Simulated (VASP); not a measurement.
BeB, 2 atoms in the cell. The typed cell holds 2 atoms: a = 2.781 Å, b = 2.781 Å, c = 2.781 Å, α = 60.00°, β = 60.00°, γ = 60.00°. 

| Quantity | Value |
| --- | --- |
| Program | VASP 6.6.1 |
| Task | single point |
| Functional | r2SCAN |
| Potentials or basis | VASP PAW PBE potentials, release 64 (Be, B) |
| Cutoff | 520 eV |
| k mesh | 8 × 8 × 8 |
| Occupations | gaussian, width 0.05 eV |
| Spin | no spin polarisation |
| Dipole correction | no |
| Further INCAR settings | ALGO = Normal; EDIFF = 1e-06; NBANDS = 10 |

Potentials or basis: VASP PAW PBE potentials, release 64 (Be, B).

The run is started by

```bash
$ cat potpaw_PBE.64/Be/POTCAR potpaw_PBE.64/B/POTCAR > POTCAR
$ cp INCAR.step1 INCAR
$ mpirun -np 1 vasp_std > vasp.out
$ cp INCAR.step2 INCAR
$ mpirun -np 1 vasp_std > vasp.out
```

Hardware: 1 thread of Intel(R) Xeon(R) Platinum 8488C (Sapphire Rapids) (shared host).

Q: How long does it take, and how much memory?

A: Run time: 75 s on 1 thread of Intel(R) Xeon(R) Platinum 8488C (Sapphire Rapids), with other jobs on the host, peak memory 0.16 GiB. Counts: k points 260.
